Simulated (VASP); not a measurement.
Tl:

```xyz
1
Lattice="2.8679 1.6558 1.0611 -2.8679 1.6558 1.0611 0.0000 -3.3116 1.0611" Properties=species:S:1:pos:R:3 pbc="T T T"
Tl    0.0000    0.0000    1.5917
```

| Item | Value |
| --- | --- |
| Program | VASP 6.6.1 |
| Task | relaxation of cell and atoms |
| Functional | r2SCAN |
| Potentials or basis | VASP PAW PBE potentials, release 64 (Tl_d) |
| Cutoff | 600 eV |
| k mesh | 6 × 6 × 6 |
| Occupations | gaussian, width 0.1 eV |
| Spin | no spin polarisation |

At the start: pressure 0.3 GPa; volume 30.23 Å³/atom.

Q: How do energy, volume and symmetry change on relaxing?

A: Over 8 steps the energy falls by 22.5 meV/atom and the volume is 30.19 Å³/atom (-0.2 %); space group R-3m (No. 166, to 0.05 Å).

The path:
| step | energy change (eV) | largest force (eV/Å) | pressure (GPa) | volume (Å³) |
| --- | --- | --- | --- | --- |
| 1 | 0.0000 | 0.0000 | 0.26 | 30.23 |
| 2 | -0.0179 | 0.0000 | -0.21 | 30.43 |
| 3 | -0.0217 | 0.0000 | -0.45 | 30.62 |
| 4 | -0.0218 | 0.0000 | -0.44 | 30.60 |
| 5 | -0.0217 | 0.0000 | -0.34 | 30.52 |
| 6 | -0.0220 | 0.0000 | -0.41 | 30.57 |
| 7 | -0.0220 | 0.0000 | -0.39 | 30.56 |
| 8 | -0.0225 | 0.0000 | -0.01 | 30.19 |

Final structure:
```
CELL_PARAMETERS angstrom
2.79468 1.61351 1.11580
-2.79468 1.61351 1.11580
0.00000 -3.22702 1.11580
ATOMIC_POSITIONS crystal
Tl 0.50000 0.50000 0.50000
```

Caveat: the k points lie up to 0.38 Å⁻¹ apart in the final cell; the PAW data sets were made with another functional, which shifts forces and pressure a little.
